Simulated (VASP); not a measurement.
Here is a VASP 6.6.1 calculation.

INCAR

```
SYSTEM = MoS2
ALGO = Normal
EDIFF = 1E-6
ENCUT = 520
GGA = PS
ISIF = 2
ISMEAR = 0
LASPH = .TRUE.
LCHARG = .TRUE.
LELF = .TRUE.
LREAL = .FALSE.
LVHAR = .TRUE.
LWAVE = .FALSE.
NBANDS = 20
NELM = 80
PREC = Accurate
SIGMA = 0.15
```

File KPOINTS:

```
k-points
0
G
  8 8 2
  0 0 0
```

POSCAR

```
MoS2
1.0
    3.1841260800      0.0000000000      0.0000000000
   -1.5920630400      2.7575340800      0.0000000000
    0.0000000000      0.0000000000     17.3345999500
Mo S
1 2
Direct
    0.0000000000      0.0000000000      0.0000000000
    0.3333333333      0.6666666667      0.0894929800
    0.3333333333      0.6666666667      0.9105070200
```

Potentials or basis: VASP PAW PBE potentials, release 64 (Mo_sv, S).

Run with:

```console
$ cat potpaw_PBE.64/Mo_sv/POTCAR potpaw_PBE.64/S/POTCAR > POTCAR
$ mpirun -np 1 vasp_std > vasp.out
```

(1) Predict the band gap on the k mesh.

(2) Estimate the largest force.

Results:

(1) 1.78 eV, indirect (least direct gap 1.99 eV).

(2) 0.145 eV/Å.

Caveat: the PAW data sets were made with another functional, which shifts forces and pressure a little.
